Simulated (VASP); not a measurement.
Co: single point with PBEsol

Crystal: Co.

```
CELL_PARAMETERS angstrom
2.50740 0.00000 0.00000
-1.25370 2.17147 0.00000
0.00000 0.00000 4.06990
ATOMIC_POSITIONS crystal
Co 0.33333 0.66667 0.25000
Co 0.66667 0.33333 0.75000
```

```
Program                : VASP 6.6.1
Task                   : single point
Functional             : PBEsol
Potentials or basis    : VASP PAW PBE potentials, release 64 (Co)
Cutoff                 : 520 eV
k mesh                 : 18 × 18 × 10
Occupations            : gaussian, width 0.1 eV
Spin                   : collinear spin, ferromagnetic start
Starting moments       : [1.8, 1.8] μB
Dipole correction      : no
Further INCAR settings : ALGO = Fast; EDIFF = 1e-06; NBANDS = 20
```

* Pressure: -14.6 GPa
* Net moment: 3.21 μB per cell
* Site moments: Co +1.62 μB
* Valence electrons inside the program's atomic spheres: Co 8.23

Stress tensor (GPa, compression positive):
```
-14.31   0.00   0.00
  0.00 -14.31   0.00
  0.00   0.00 -15.22
```

Levels at points of the mesh, in eV from the Fermi level:
Spin up:
```csv
k point,band 9,band 10,band 11,band 12,band 13,band 14
"(0.00, 0.00, 0.00)",-1.89,-0.83,-0.83,-0.16,6.09,21.79
"(0.50, 0.00, 0.00)",-0.62,-0.55,1.24,3.20,9.45,10.07
"(0.00, 0.00, 0.50)",-1.14,-1.14,-1.14,-1.14,14.64,14.64
"(0.50, 0.00, 0.50)",-0.61,-0.61,1.53,1.53,7.05,7.05
```
Spin down:
```tsv
k point	band 4	band 5	band 6	band 7	band 8	band 9	band 10	band 11
(0.00, 0.00, 0.00)	-0.93	-0.93	-0.58	-0.58	-0.17	-0.15	-0.15	1.02
(0.50, 0.00, 0.00)	-1.79	-1.06	-1.01	-0.61	1.15	1.27	1.31	2.47
(0.00, 0.00, 0.50)	-1.50	-0.99	-0.99	-0.99	-0.99	0.69	0.69	0.69
(0.50, 0.00, 0.50)	-2.31	-0.05	-0.05	0.25	0.25	1.25	1.25	2.16
```

Wall time 2.6 min on 1 thread of Intel(R) Xeon(R) Platinum 8488C (Sapphire Rapids) (shared host), peak memory 0.24 GiB.

Caveat: the PAW data sets were made with another functional, which shifts forces and pressure a little.
